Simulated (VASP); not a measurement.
Input of a VASP 6.6.1 run:

The input INCAR:

```
ALGO     = Normal         # electronic algorithm
EDIFF    = 1E-6           # SCF threshold, eV
ENCUT    = 520            # plane-wave cutoff, eV
GGA      = PE             # functional
ISIF     = 2              # what is computed and relaxed
ISMEAR   = -1             # smearing method
LASPH    = T              # aspherical terms in the spheres
LCHARG   = F              # write CHGCAR
LREAL    = F              # projectors in reciprocal space
LWAVE    = F              # write WAVECAR
NBANDS   = 12             # bands
NELM     = 60             # most SCF steps
PREC     = Accurate       # precision mode
SIGMA    = 0.6            # smearing width, eV
```

The input KPOINTS:

```
k-points
0
Gamma
  13 13 13
```

The input POSCAR:

```
Ag
1.0
    0.0000000000      2.0734381516      2.0734381516
    2.0734381516      0.0000000000      2.0734381516
    2.0734381516      2.0734381516      0.0000000000
Ag
1
Direct
    0.0000000000      0.0000000000      0.0000000000
```

Potentials or basis: VASP PAW PBE potentials, release 64 (Ag).

Launch:

```console
$ cat potpaw_PBE.64/Ag/POTCAR > POTCAR
$ mpirun -np 1 vasp_std > vasp.out
```

Problem. Predict the pressure.

Solution. 0.9 GPa.
